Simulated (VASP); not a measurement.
# SnO (P6_3/mmc) in VASP: single point with r2SCAN

Aim: the single point of SnO with r2SCAN.

Everything below comes from runs of VASP 6.6.1. Logs are shortened: lines on timing, memory, paths and dates and some standing lists are left out, and cuts for length are marked.

**1. The cell of the first run**

The structure is hexagonal, space group P6_3/mmc (No. 194). The conventional cell has a = 3.423 Å, b = 3.423 Å, c = 6.418 Å, α = 90.00°, β = 90.00°, γ = 120.00°. Within 3.5 Å of Sn (site symmetry -3m) lie 6 O at 2.55 Å and 8 Sn at 3.21 to 3.42 Å. Within 3.5 Å of O (site symmetry -6m2) lie 6 Sn at 2.55 Å and 6 O at 3.42 Å.

**2. Single point, r2SCAN**

The input, POSCAR:

```
SnO
1.0
    3.4232701772      0.0000000000      0.0000000000
   -1.7116350886      2.9646389374      0.0000000000
    0.0000000000      0.0000000000      6.4179554290
Sn O
2 2
Direct
    0.0000000000      0.0000000000      0.0000000000
    0.0000000000      0.0000000000      0.5000000000
    0.3333333333      0.6666666667      0.2500000000
    0.6666666667      0.3333333333      0.7500000000
```

The input, INCAR.step1:

```
SYSTEM = SnO
PREC     = Accurate       ! precision mode
ENCUT    = 520            ! plane-wave cutoff, eV
ISMEAR   = 1              ! smearing method
SIGMA    = 0.2            ! smearing width, eV
LREAL    = .FALSE.        ! projectors in reciprocal space
LASPH    = .TRUE.         ! aspherical terms in the spheres
NELM     = 60             ! most SCF steps
NBANDS   = 28             ! bands
GGA      = PE             ! functional
ALGO     = Normal         ! electronic algorithm
EDIFF    = 1E-4           ! SCF threshold, eV
LWAVE    = .TRUE.         ! write WAVECAR
LCHARG   = .FALSE.        ! write CHGCAR
```

The input, INCAR.step2:

```
SYSTEM = SnO
PREC     = Accurate       ! precision mode
ENCUT    = 520            ! plane-wave cutoff, eV
EDIFF    = 1E-7           ! SCF threshold, eV
ISMEAR   = 1              ! smearing method
SIGMA    = 0.2            ! smearing width, eV
LREAL    = .FALSE.        ! projectors in reciprocal space
LASPH    = .TRUE.         ! aspherical terms in the spheres
NELM     = 60             ! most SCF steps
ALGO     = Normal         ! electronic algorithm
ISIF     = 2              ! what is computed and relaxed
LWAVE    = .FALSE.        ! write WAVECAR
LCHARG   = .FALSE.        ! write CHGCAR
METAGGA  = R2SCAN         ! meta-GGA
LMIXTAU  = .TRUE.       
NBANDS   = 28             ! bands
ISTART   = 1
```

The input, KPOINTS:

```
regular mesh
0
G
  6 6 4
  0 0 0
```

Potentials or basis: VASP PAW PBE potentials, release 64 (Sn_d, O).

Command:

```console
cat potpaw_PBE.64/Sn_d/POTCAR potpaw_PBE.64/O/POTCAR > POTCAR
cp INCAR.step1 INCAR
mpirun -np 1 vasp_std > vasp.out
cp INCAR.step2 INCAR
mpirun -np 1 vasp_std > vasp.out
```

OUTCAR:

```text
SYSTEM = SnO
   PREC = Accurate
   ENCUT = 520
   EDIFF = 1E-7
   ISMEAR = 1
   LREAL = .FALSE.
   LASPH = .TRUE.
   NELM = 60
   ISIF = 2
   METAGGA = R2SCAN
   ISTART = 1

 ion  position               nearest neighbor table
   1  0.000  0.000  0.000-   3 2.55   4 2.55   3 2.55   4 2.55   4 2.55   3 2.55   2 3.21   2 3.21

   2  0.000  0.000  0.500-   3 2.55   4 2.55   3 2.55   4 2.55   4 2.55   3 2.55   1 3.21   1 3.21

   3  0.333  0.667  0.250-   1 2.55   2 2.55   1 2.55   2 2.55   1 2.55   2 2.55
   4  0.667  0.333  0.750-   1 2.55   2 2.55   1 2.55   2 2.55   1 2.55   2 2.55

  LATTYP: Found a hexagonal cell.
 ALAT       =     3.4232701772
 C/A-ratio  =     1.8748024832

  Lattice vectors:

 A1 = (   3.4232701772,   0.0000000000,   0.0000000000)
 A2 = (  -1.7116350886,   2.9646389374,   0.0000000000)
 A3 = (   0.0000000000,   0.0000000000,   6.4179554290)

Analysis of symmetry for initial positions (statically):
=====================================================================
 Subroutine PRICEL returns:
 Original cell was already a primitive cell.

 Routine SETGRP: Setting up the symmetry group for a
 hexagonal supercell.

 Subroutine GETGRP returns: Found 24 space group operations
 (whereof 12 operations were pure point group operations)
 out of a pool of 24 trial point group operations.

The static configuration has the point symmetry D_3d.
 The point group associated with its full space group is D_6h.

Analysis of symmetry for dynamics (positions and initial velocities):
=====================================================================
 Subroutine PRICEL returns:
 Original cell was already a primitive cell.

 Routine SETGRP: Setting up the symmetry group for a
 hexagonal supercell.

 Subroutine GETGRP returns: Found 24 space group operations
 (whereof 12 operations were pure point group operations)
 out of a pool of 24 trial point group operations.

The dynamic configuration has the point symmetry D_3d.
 The point group associated with its full space group is D_6h.

 Subroutine INISYM returns: Found 24 space group operations
 (whereof 12 operations are pure point group operations),
 and found     1 'primitive' translations

----------------------------------------------------------------------------------------

                                     Primitive cell
[... 89 lines left out ...]
   ENCUT  =  520.0 eV  38.22 Ry    6.18 a.u.   6.37  6.37 11.93*2*pi/ulx,y,z
   NELM   =     60;   NELMIN=  2; NELMDL=  0     # of ELM steps
   EDIFF  = 0.1E-06   stopping-criterion for ELM
   LREAL  =      F    real-space projection
   EDIFFG = 0.1E-05   stopping-criterion for IOM
   NSW    =      0    number of steps for IOM
   IBRION =     -1    ionic relax: 0-MD 1-quasi-New 2-CG
   NFREE  =      0    steps in history (QN), initial steepest desc. (CG)
   ISIF   =      2    stress and relaxation
   ISYM   =      2    0-nonsym 1-usesym 2-fastsym
   POTIM  = 0.5000    time-step for ionic-motion
   TEBEG  =    0.0;   TEEND  =   0.0 temperature during run
   PSTRESS=    0.0 pullay stress
   NELECT =      40.0000    total number of electrons
   NUPDOWN=      -1.0000    fix difference up-down
   EMIN   =  10.00;   EMAX   =-10.00  energy-range for DOS
   EFERMI =   0.00;   METHOD = LEGACY
   ISMEAR =     1;   SIGMA  =   0.20  broadening in eV -4-tet -1-fermi 0-gaus
   EFERMI_NEDOS =   21; number of points for ismear=-14 and -15
   IALGO  =     38    algorithm
   IMIX   =      4    mixing-type and parameters
     AMIX     =   0.40;   BMIX     =  1.00
     AMIX_MAG =   1.60;   BMIX_MAG =  1.00
  volume/ion in A,a.u.               =      16.28       109.89
  Fermi-wavevector in a.u.,A,eV,Ry     =   1.391527  2.629605 26.345601  1.936347
  Thomas-Fermi vector in A             =   2.515357
   LORBIT       =      0    0 simple, 1 ext, 2 COOP (PROOUT), +10 PAW based schemes
   METAGGA = R2SCAN    functional components
   LHFCALC =     F    Hartree Fock is set to
   AEXX    =    0.0000 exact exchange contribution
   IVDW    =     0    specifies the selected vdW correction
   LEPSILON=     F    determine dielectric tensor
   LRPA    =     F    only Hartree local field effects (RPA)
 non-spin polarized calculation
 Methfessel and Paxton  Order N= 1 SIGMA  =   0.20
  energy-cutoff  :      520.00
  volume of cell :       65.13
 maximum number of plane-waves:      1787
 NGX is ok and might be reduce to    28
   NGX = 13   NGY = 13   NGZ = 23

 number of electron      40.0000007 magnetization

 Free energy of the ion-electron system (eV)
  ---------------------------------------------------
  ext. energy  EPLUGINS =         0.00000000
  ---------------------------------------------------
  free energy    TOTEN  =       -64.18615604 eV

  energy without entropy =      -64.18687699  energy(sigma->0) =      -64.18639636

 E-fermi :   8.0696     XC(G=0): -11.5247

 val. band max:        7.9778782626   @ k =   0.1667   0.0000   0.0000
 cond. band min:       8.2224982740   @ k =   0.3333   0.3333   0.0000
 fundamental gap:      0.2446200114
 Fermi energy:         8.0696438491

 k-point     1 :       0.0000    0.0000    0.0000
  band No.  band energies     occupation
      1     -14.7884      2.00000
      2     -14.6512      2.00000
      3     -14.6512      2.00000
      4     -14.6369      2.00000
      5     -14.6368      2.00000
      6     -14.5903      2.00000
[... 640 lines left out ...]
     27      19.0981      0.00000
     28      19.0981      0.00000

------------------------ aborting loop because EDIFF is reached ----------------------------------------

  FORCE on cell =-STRESS in cart. coord.  units (eV):
  Direction    XX          YY          ZZ          XY          YZ          ZX
  --------------------------------------------------------------------------------------
  -------------------------------------------------------------------------------------
  Total        0.0242217      0.0242217      0.2918141      0.0000000      0.0000000      0.0000000
  in kB        0.5958071      0.5958071      7.1780606      0.0000000      0.0000000      0.0000000
  external PRESSURE =       2.7898916 kB  Pullay stress =       0.0000000 kB

 VOLUME and BASIS-vectors are now :
 -----------------------------------------------------------------------------
  energy-cutoff  :      520.00
  volume of cell :       65.13
      direct lattice vectors                 reciprocal lattice vectors
     3.423270177  0.000000000  0.000000000     0.292118340  0.168654602  0.000000000
    -1.711635089  2.964638937  0.000000000     0.000000000  0.337309204  0.000000000
     0.000000000  0.000000000  6.417955429     0.000000000  0.000000000  0.155812861

 POSITION                                       TOTAL-FORCE (eV/Angst)
 -----------------------------------------------------------------------------------
      0.00000      0.00000      0.00000         0.000000      0.000000     -0.000000
      0.00000      0.00000      3.20898         0.000000      0.000000     -0.000000
     -0.00000      1.97643      1.60449        -0.000000      0.000000      0.000000
      1.71164      0.98821      4.81347         0.000000     -0.000000     -0.000000
 -----------------------------------------------------------------------------------
    total drift:                                0.000000     -0.000000      0.000000

  FREE ENERGIE OF THE ION-ELECTRON SYSTEM (eV)
  ---------------------------------------------------
  free  energy   TOTEN  =       -64.1861560397 eV

  energy  without entropy=      -64.1868769917  energy(sigma->0) =      -64.18639636
```

OUTCAR.step1:

```text
SYSTEM = SnO
   PREC = Accurate
   ENCUT = 520
   ISMEAR = 1
   LREAL = .FALSE.
   LASPH = .TRUE.
   NELM = 60
[... 878 lines left out ...]
      0.00000      0.00000      3.20898         0.000000      0.000000      0.000000
     -0.00000      1.97643      1.60449        -0.000000     -0.000000      0.000000
      1.71164      0.98821      4.81347         0.000000      0.000000      0.000000
 -----------------------------------------------------------------------------------
    total drift:                                0.000000     -0.000000      0.000000

  FREE ENERGIE OF THE ION-ELECTRON SYSTEM (eV)
  ---------------------------------------------------
  free  energy   TOTEN  =       -20.6423344944 eV

  energy  without entropy=      -20.6422933579  energy(sigma->0) =      -20.64232078
```

It took 2.8 min on 1 thread of Intel Xeon 8259CL, shared host; peak memory 0.21 GiB.

What came out:

* Free energy: -64.1862 eV
* Pressure: 0.3 GPa
* Band gap on the k mesh: zero (bands 20 and 21 overlap by 0.83 eV)

Stress tensor (GPa, compression positive):
```
0.06 0.00 0.00
0.00 0.06 0.00
0.00 0.00 0.72
```

Caveat: the PAW data sets were made with another functional, which shifts forces and pressure a little; spin-orbit coupling is left out, which moves the levels of the heavy elements.
